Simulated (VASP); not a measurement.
Runs of VASP 6.6.1 on Mo. The structure is that of space group Im-3m (No. 229), or close to it. The cells are those of the table. 

```csv
cell,further INCAR settings,gap on the mesh (eV),pressure (GPa)
"a = 2.719 Å, angles 108.9, 110.6, 108.9°, 1 atom",ALGO = Fast; EDIFF = 1e-06; NBANDS = 13,none,6.2
"a = 2.710 Å, angles 108.7, 111.1, 108.7°, 1 atom",ALGO = Fast; EDIFF = 1e-07; NBANDS = 13,none,9.3
"a = 2.746 Å, angles 109.7, 108.9, 109.7°, 1 atom",ALGO = Fast; EDIFF = 1e-07; NBANDS = 13,none,(a)
"a = 2.755 Å, angles 110.0, 108.4, 110.0°, 1 atom",ALGO = Fast; EDIFF = 1e-07; NBANDS = 13,none,-4.3
"a = 2.728 Å, angles 109.2, 110.0, 109.2°, 1 atom",ALGO = Fast; EDIFF = 1e-07; NBANDS = 13,none,(b)
"a = 2.755 Å, angles 110.0, 108.4, 110.0°, 1 atom",ALGO = Fast; EDIFF = 1e-06; NBANDS = 13,none,-4.3
"a = 2.701 Å, angles 108.4, 111.7, 108.4°, 1 atom",ALGO = Fast; EDIFF = 1e-07; NBANDS = 13,none,12.5
```

Alike in all rows: task single point; level PBE; potentials or basis VASP PAW PBE potentials, release 64 (Mo_sv); no spin polarisation; k mesh 26 × 26 × 26; cutoff (eV) 520; smearing gaussian 0.15 eV.

**Question.** Estimate the missing entries.

**Answer.** (a) -1.9; (b) 3.3.

A k mesh can miss the band edges, and the runs leave out spin-orbit coupling on Mo.

A gap of «none» marks levels without a gap at the run's occupations.
